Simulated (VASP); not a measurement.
# P (Im-3m) in VASP: notebook, part 3 of 3

VASP 6.6.1.

## 4. Relaxation of cell and atoms, PBEsol

This run uses another cell than the first one, of 15.22 Å³/atom, 1.030 times its volume.

Input file INCAR:

```
SYSTEM = P
PREC = Accurate
ENCUT = 600
EDIFF = 1E-6
ISMEAR = -1
SIGMA = 0.1
LREAL = .FALSE.
LASPH = .TRUE.
NELM = 60
ALGO = Normal
ISIF = 3
LWAVE = .FALSE.
LCHARG = .FALSE.
GGA = PS
IBRION = 2
NSW = 80
EDIFFG = -0.01
```

Input file KPOINTS:

```
Automatic mesh
0
G
  14 14 14
  0 0 0
```

Input file POSCAR:

```
P
1.0
   -1.5612668457      1.5612668457      1.5612668457
    1.5612668457     -1.5612668457      1.5612668457
    1.5612668457      1.5612668457     -1.5612668457
P
1
Direct
    0.0000000000      0.0000000000      0.0000000000
```

Potentials or basis: VASP PAW PBE potentials, release 64 (P).

Started as:

```bash
$ cat potpaw_PBE.64/P/POTCAR > POTCAR
$ mpirun -np 1 vasp_std > vasp.out
```

OUTCAR:

```text
SYSTEM = P
   PREC = Accurate
   ENCUT = 600
   EDIFF = 1E-6
   ISMEAR = -1
   LREAL = .FALSE.
   LASPH = .TRUE.
   NELM = 60
   ISIF = 3
   GGA = PS
   IBRION = 2
   NSW = 80
   EDIFFG = -0.01

 ion  position               nearest neighbor table
   1  0.000  0.000  0.000-

  LATTYP: Found a body centered cubic cell.
 ALAT       =     3.1225336914

  Lattice vectors:

 A1 = (  -1.5612668457,   1.5612668457,   1.5612668457)
 A2 = (   1.5612668457,  -1.5612668457,   1.5612668457)
 A3 = (   1.5612668457,   1.5612668457,  -1.5612668457)

Analysis of symmetry for initial positions (statically):
=====================================================================
 Subroutine PRICEL returns:
 Original cell was already a primitive cell.

 Routine SETGRP: Setting up the symmetry group for a
 body centered cubic supercell.

 Subroutine GETGRP returns: Found 48 space group operations
 (whereof 48 operations were pure point group operations)
 out of a pool of 48 trial point group operations.

The static configuration has the point symmetry O_h .

Analysis of symmetry for dynamics (positions and initial velocities):
=====================================================================
 Subroutine PRICEL returns:
 Original cell was already a primitive cell.

 Routine SETGRP: Setting up the symmetry group for a
 body centered cubic supercell.

 Subroutine GETGRP returns: Found 48 space group operations
 (whereof 48 operations were pure point group operations)
 out of a pool of 48 trial point group operations.

The dynamic configuration has the point symmetry O_h .

 Subroutine INISYM returns: Found 48 space group operations
 (whereof 48 operations are pure point group operations),
 and found     1 'primitive' translations

----------------------------------------------------------------------------------------

                                     Primitive cell

  volume of cell :      15.2227

  direct lattice vectors                    reciprocal lattice vectors
    -1.561266846  1.561266846  1.561266846     0.000000000  0.320252749  0.320252749
     1.561266846 -1.561266846  1.561266846     0.320252749  0.000000000  0.320252749
     1.561266846  1.561266846 -1.561266846     0.320252749  0.320252749  0.000000000

  length of vectors
     2.704193501  2.704193501  2.704193501     0.452905782  0.452905782  0.452905782

  position of ions in fractional coordinates (direct lattice)
     0.000000000  0.000000000  0.000000000

  ion indices of the primitive-cell ions
   primitive index   ion index
                 1           1

----------------------------------------------------------------------------------------

 KPOINTS: Automatic mesh

Automatic generation of k-mesh.
 Grid dimensions read from file:
 generate k-points for:   14   14   14

 Generating k-lattice:

  Cartesian coordinates                     Fractional coordinates (reciprocal lattice)
     0.000000000  0.022875196  0.022875196     0.071428571  0.000000000  0.000000000
     0.022875196  0.000000000  0.022875196     0.000000000  0.071428571  0.000000000
     0.022875196  0.022875196  0.000000000     0.000000000  0.000000000  0.071428571

  Length of vectors
     0.032350413  0.032350413  0.032350413

  Shift w.r.t. Gamma in fractional coordinates (k-lattice)
     0.000000000  0.000000000  0.000000000

 Subroutine IBZKPT returns following result:
 ===========================================

 Found    104 irreducible k-points:

 Following reciprocal coordinates:
            Coordinates               Weight
  0.000000  0.000000  0.000000      1.000000
  0.071429  0.000000  0.000000     12.000000
  0.142857  0.000000  0.000000     12.000000
  0.214286  0.000000  0.000000     12.000000
  0.285714  0.000000  0.000000     12.000000
  0.357143  0.000000  0.000000     12.000000
[... 16 lines left out ...]
  0.285714  0.285714  0.000000     24.000000
  0.357143  0.285714  0.000000     24.000000
 [... further k-points ...]
   k-points           NKPTS =    104   k-points in BZ     NKDIM =    104   number of bands    NBANDS=      6
   number of dos      NEDOS =    301   number of ions     NIONS =      1
   total plane-waves  NPLWV =  13824
   dimension x,y,z NGX =    24 NGY =   24 NGZ =   24
   dimension x,y,z NGXF=    48 NGYF=   48 NGZF=   48
   ions per type =               1
   NGX,Y,Z   is equivalent  to a cutoff of  14.75, 14.75, 14.75 a.u.
   NGXF,Y,Z  is equivalent  to a cutoff of  29.51, 29.51, 29.51 a.u.
 SYSTEM =  P
   PREC   = accura    normal or accurate (medium, high low for compatibility)
   ISTART =      0    job   : 0-new  1-cont  2-samecut
   ICHARG =      2    charge: 1-file 2-atom 10-const
   ISPIN  =      1    spin polarized calculation?
   LNONCOLLINEAR =      F non collinear calculations
   LSORBIT =      F    spin-orbit coupling
   LASPH  =      T    aspherical Exc in radial PAW
   ENCUT  =  600.0 eV  44.10 Ry    6.64 a.u.   5.40  5.40  5.40*2*pi/ulx,y,z
   NELM   =     60;   NELMIN=  2; NELMDL= -5     # of ELM steps
   EDIFF  = 0.1E-05   stopping-criterion for ELM
   LREAL  =      F    real-space projection
   EDIFFG = -.1E-01   stopping-criterion for IOM
   NSW    =     80    number of steps for IOM
   IBRION =      2    ionic relax: 0-MD 1-quasi-New 2-CG
   NFREE  =      1    steps in history (QN), initial steepest desc. (CG)
   ISIF   =      3    stress and relaxation
   ISYM   =      2    0-nonsym 1-usesym 2-fastsym
   POTIM  = 0.5000    time-step for ionic-motion
   TEBEG  =    0.0;   TEEND  =   0.0 temperature during run
   PSTRESS=    0.0 pullay stress
   NELECT =       5.0000    total number of electrons
   NUPDOWN=      -1.0000    fix difference up-down
   EMIN   =  10.00;   EMAX   =-10.00  energy-range for DOS
   EFERMI =   0.00;   METHOD = LEGACY
   ISMEAR =    -1;   SIGMA  =   0.10  broadening in eV -4-tet -1-fermi 0-gaus
   EFERMI_NEDOS =   21; number of points for ismear=-14 and -15
   IALGO  =     38    algorithm
   IMIX   =      4    mixing-type and parameters
     AMIX     =   0.40;   BMIX     =  1.00
     AMIX_MAG =   1.60;   BMIX_MAG =  1.00
  volume/ion in A,a.u.               =      15.22       102.73
  Fermi-wavevector in a.u.,A,eV,Ry     =   1.129538  2.134518 17.359091  1.275857
  Thomas-Fermi vector in A             =   2.266232
   LORBIT       =      0    0 simple, 1 ext, 2 COOP (PROOUT), +10 PAW based schemes
   GGA     = PS    functional components
   LHFCALC =     F    Hartree Fock is set to
   AEXX    =    0.0000 exact exchange contribution
   IVDW    =     0    specifies the selected vdW correction
   LEPSILON=     F    determine dielectric tensor
   LRPA    =     F    only Hartree local field effects (RPA)
 conjugate gradient relaxation of ions
 non-spin polarized calculation
  energy-cutoff  :      600.00
  volume of cell :       15.22
 maximum number of plane-waves:       531
 NGX is ok and might be reduce to    24
   NGX = 11   NGY = 11   NGZ = 11

--------------------------------------- Ionic step        1  -------------------------------------------

 number of electron       5.0000000 magnetization

 Free energy of the ion-electron system (eV)
  ---------------------------------------------------
  ext. energy  EPLUGINS =         0.00000000
  ---------------------------------------------------
  free energy    TOTEN  =        -5.18051295 eV

  energy without entropy =       -5.16374586  energy(sigma->0) =       -5.17212941

 E-fermi :   8.9634     XC(G=0): -11.3472

 val. band max:        8.9443638782   @ k =  -0.2143   0.2857   0.0714
 cond. band min:       9.0059771199   @ k =  -0.2143   0.2857   0.1429
 fundamental gap:      0.0616132417
 Fermi energy:         8.9633656059

 k-point     1 :       0.0000    0.0000    0.0000
  band No.  band energies     occupation
      1      -6.7693      2.00000
      2      15.5529      0.00000
      3      15.5529      0.00000
      4      15.5529      0.00000
      5      20.8584      0.00000
      6      20.8584      0.00000

 k-point     2 :       0.0714    0.0000    0.0000
  band No.  band energies     occupation
      1      -6.6235      2.00000
      2      14.6588      0.00000
      3      15.0836      0.00000
      4      15.4681      0.00000
      5      20.4421      0.00000
      6      20.9277      0.00000
[... 265 lines left out ...]
  energy  without entropy=       -5.2088471863  energy(sigma->0) =       -5.21728318

--------------------------------------- Ionic step        3  -------------------------------------------

 number of electron       5.0000000 magnetization

 Free energy of the ion-electron system (eV)
  ---------------------------------------------------
  ext. energy  EPLUGINS =         0.00000000
  ---------------------------------------------------
  free energy    TOTEN  =        -5.22950412 eV

  energy without entropy =       -5.21268766  energy(sigma->0) =       -5.22109589

 E-fermi :  10.4936     XC(G=0): -11.8016

 val. band max:       10.4491083552   @ k =   0.2143   0.0714   0.0000
 cond. band min:      10.5600727335   @ k =  -0.2143   0.3571   0.0714
 fundamental gap:      0.1109643784
 Fermi energy:        10.4936111076

 k-point     1 :       0.0000    0.0000    0.0000
  band No.  band energies     occupation
      1      -6.3513      2.00000
      2      18.0709      0.00000
      3      18.0709      0.00000
      4      18.0709      0.00000
      5      22.6499      0.00000
      6      22.6499      0.00000

 k-point     2 :       0.0714    0.0000    0.0000
  band No.  band energies     occupation
      1      -6.1930      2.00000
      2      17.0068      0.00000
      3      17.4623      0.00000
      4      17.9610      0.00000
      5      22.1911      0.00000
      6      22.8258      0.00000
[... 226 lines left out ...]
  FREE ENERGIE OF THE ION-ELECTRON SYSTEM (eV)
  ---------------------------------------------------
  free  energy   TOTEN  =        -5.2295041179 eV

  energy  without entropy=       -5.2126876634  energy(sigma->0) =       -5.22109589

 reached required accuracy - stopping structural energy minimisation
```

CONTCAR:

```text
P
   1.00000000000000
    -1.5074457737818863    1.5074457737818863    1.5074457737818863
     1.5074457737818863   -1.5074457737818863    1.5074457737818863
     1.5074457737818863    1.5074457737818863   -1.5074457737818863
  P
     1
Direct
     0.0000000000000000    0.0000000000000000    0.0000000000000000

  0.00000000E+00  0.00000000E+00  0.00000000E+00
```

Run time: 8.1 s. Hardware: 1 thread of Intel Xeon Platinum 8488C (Sapphire Rapids), shared host; peak memory 0.13 GiB.

Results:

- Free energy: -5.2295 eV
- Relaxed volume: 13.70 Å³/atom
- Relaxed cell: a = 2.611 Å, b = 2.611 Å, c = 2.611 Å, α = 109.47°, β = 109.47°, γ = 109.47°
- Space group after relaxing (to 0.05 Å): Im-3m (No. 229)
- Energy gained by relaxing: 49.0 meV/atom
- Ionic steps: 3
- Pressure after relaxing: 0.0 GPa

The path:
```
step  energy change (eV)  largest force (eV/Å)  pressure (GPa)  volume (Å³)
   1              0.0000                0.0000           -9.45        15.22
   2             -0.0452                0.0000            3.30        13.33
   3             -0.0490                0.0000            0.04        13.70
```

Final structure:
```
P
1.0
    -1.50745    1.50745    1.50745
     1.50745   -1.50745    1.50745
     1.50745    1.50745   -1.50745
P
1
Direct
  0.00000 0.00000 0.00000
```

Caveat: the PAW data sets were made with another functional, which shifts forces and pressure a little.

## 5. Single point, PBEsol

This run uses another cell than the first one, of 13.69 Å³/atom, 0.926 times its volume.

Input file INCAR:

```
  PREC = Accurate
  ENCUT = 520
  EDIFF = 1E-6
  ISMEAR = -1
  SIGMA = 0.1
  LREAL = F
  LASPH = T
  NELM = 80
  ALGO = Normal
  ISIF = 2
  LWAVE = F
  LCHARG = F
  GGA = PS
  NBANDS = 8
```

Input file KPOINTS:

```
Automatic mesh
0
Gamma
  24 24 24
```

Input file POSCAR:

```
P
1.0
   -1.5070362784      1.5070362784      1.5070362784
    1.5070362784     -1.5070362784      1.5070362784
    1.5070362784      1.5070362784     -1.5070362784
P
1
Direct
    0.0000000000      0.0000000000      0.0000000000
```

Started as:

```bash
$ cat potpaw_PBE.64/P/POTCAR > POTCAR
$ mpirun -np 1 vasp_std > vasp.out
```

Wall time 16 s (1 thread of Intel Xeon Platinum 8488C (Sapphire Rapids), shared host); peak memory 0.14 GiB.

It converged, with:

```yaml
Free_energy: -5.2278 eV
Pressure: 0.0 GPa
```

Levels at points of the mesh, in eV from the Fermi level:
| k point | band 1 | band 2 | band 3 | band 4 | band 5 | band 6 |
| --- | --- | --- | --- | --- | --- | --- |
| (0.00, 0.00, 0.00) | -16.86 | 7.58 | 7.58 | 7.58 | 12.16 | 12.16 |
| (0.50, 0.00, 0.00) | -10.07 | -8.20 | 2.61 | 5.50 | 7.34 | 8.38 |
| (0.50, 0.50, 0.50) | -3.85 | -2.69 | -2.69 | -2.69 | 2.17 | 2.17 |

Caveat: the PAW data sets were made with another functional, which shifts forces and pressure a little.

## 6. The runs side by side

| task | cell | k mesh | cutoff (eV) | gap on the mesh (eV) | pressure (GPa) |
| --- | --- | --- | --- | --- | --- |
| single point | a = 2.678 Å, angles 109.5°, 1 atom | 16 × 16 × 16 | 520 | none | -7.2 |
| single point | a = 2.711 Å, angles 109.5°, 1 atom | 16 × 16 × 16 | 520 | none | -9.9 |
| relaxation of cell and atoms | relaxed from a = 2.704 Å, angles 109.5°, 1 atom | 14 × 14 × 14 | 600 | none | 0.0 |
| single point | a = 2.610 Å, angles 109.5°, 1 atom | 24 × 24 × 24 | 520 | none | 0.0 |

Alike in all rows: level PBEsol; potentials or basis VASP PAW PBE potentials, release 64 (P); no spin polarisation; smearing fermi-dirac 0.1 eV.

Caveats: the PAW data sets were made with another functional, which shifts forces and pressure a little.

Total energies depend on the potentials used, so only differences within one code and one set of settings carry meaning.
